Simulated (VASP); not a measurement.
The system is Nb.

```
Nb
1.0
     0.00000    2.75274    2.75274
     2.75274    0.00000    2.75274
     2.75274    2.75274    0.00000
Nb
2
Cartesian
  2.7527 2.7527 2.7527
  4.1291 4.1291 4.1291
```

```yaml
Program: VASP 6.6.1
Task: relaxation of cell and atoms
Functional: PBEsol
Potentials_or_basis: VASP PAW PBE potentials, release 64 (Nb_sv)
Cutoff: 500 eV
k_mesh: 6 × 6 × 6
Occupations: gaussian, width 0.1 eV
Spin: no spin polarisation
```

At the start: pressure 17.5 GPa; volume 20.86 Å³/atom.

Question: How do energy, volume and symmetry change on relaxing?

Answer: Over 4 steps the energy falls by 181.5 meV/atom and the volume is 24.51 Å³/atom (+17.5 %); space group Fd-3m (No. 227, to 0.05 Å).

The path:
| step | energy change (eV) | largest force (eV/Å) | pressure (GPa) | volume (Å³) |
| --- | --- | --- | --- | --- |
| 1 | 0.0000 | 0.0000 | 17.46 | 41.72 |
| 2 | -0.1066 | 0.0000 | -8.82 | 57.00 |
| 3 | -0.3627 | 0.0000 | -0.42 | 49.23 |
| 4 | -0.3630 | 0.0000 | -0.05 | 49.01 |

Final structure:
```
Nb
1.0
     0.00000    2.90461    2.90461
     2.90461    0.00000    2.90461
     2.90461    2.90461    0.00000
Nb
2
Cartesian
  2.9046 2.9046 2.9046
  4.3569 4.3569 4.3569
```

Caveat: the volume moved by over 15 % at a fixed basis, so the end points are rough; the PAW data sets were made with another functional, which shifts forces and pressure a little.
